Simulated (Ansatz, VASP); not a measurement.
## RbBr: VASP beside Ansatz

Contents of POSCAR:

```
RbBr
1.0
    0.0000000000      3.4608261073      3.4608261073
    3.6362899909      0.0000000000      3.4608261073
    3.6362899909      3.4608261073      0.0000000000
Rb Br
1 1
Direct
    0.0000000000      0.0000000000      0.0000000000
    0.5000000000      0.5000000000      0.5000000000
```

INCAR.step1

```
SYSTEM = RbBr
ALGO = Normal
EDIFF = 1E-5
ENCUT = 520
GGA = PE
ISIF = 2
ISMEAR = 0
LASPH = .TRUE.
LCHARG = .FALSE.
LREAL = .FALSE.
LWAVE = .TRUE.
NBANDS = 15
NELM = 60
PREC = Accurate
SIGMA = 0.01
```

File INCAR.step2:

```
SYSTEM = RbBr
ALGO = Normal
EDIFF = 1E-6
ENCUT = 520
GGA = PE
HFSCREEN = 0.2079
ISIF = 2
ISMEAR = 0
ISTART = 1
LASPH = .TRUE.
LCHARG = .FALSE.
LHFCALC = .TRUE.
LREAL = .FALSE.
LWAVE = .FALSE.
NBANDS = 15
NELM = 60
PREC = Accurate
PRECFOCK = Normal
SIGMA = 0.01
```

Contents of KPOINTS:

```
k-points
0
G
  4 4 4
  0 0 0
```

Input for Ansatz:

```yaml
crystal:
  lattice:
    - [0.0, 3.4608261073, 3.4608261073]
    - [3.6362899909, 0.0, 3.4608261073]
    - [3.6362899909, 3.4608261073, 0.0]
  atoms:
    - { symbol: Rb, position: [0.0, 0.0, 0.0] }
    - { symbol: Br, position: [0.5, 0.5, 0.5] }
kpoints:
  mp_grid: { grid: [4, 4, 4] }
  band_path:
    path:
      - [0.0, 0.0, 0.0]
      - [0.5, 0.0, 0.5]
      - [0.625, 0.25, 0.625]
      - [0.375, 0.375, 0.75]
      - [0.5, 0.5, 0.5]
      - [0.5, 0.25, 0.75]
    npoints: 1
hamiltonian:
  xc: hse06
scf:
  occupations: { method: fixed }
  n_extra_bands: 4
output:
  forces: true
  stress: true
  eigenvalues: true
```

Change from the starting cell: uniaxial_x strain +5.1%.

Alike in both runs: task single point; functional HSE06; k mesh 4 × 4 × 4; no spin polarisation.

```csv
,VASP,Ansatz
version,VASP 6.6.1,Ansatz 0.2.0
potentials or method,"VASP PAW PBE potentials, release 64 (Rb_sv, Br)","plane waves, PAW"
plane-wave cutoff (eV),520,420
occupations,"gaussian, width 0.01 eV",fixed
valence electrons in the cell,16,16
```

```csv
,VASP,Ansatz,Ansatz less VASP
gap on the k mesh at the Fermi level (eV),5.30,5.30,0.000
pressure (GPa),-0.2,-0.2,0.00
"traceless stress, the component that is largest in VASP (GPa)",-0.63,-0.63,+0.003
```

Ansatz's warnings: stress exchange threshold loose, stress scf threshold loose.
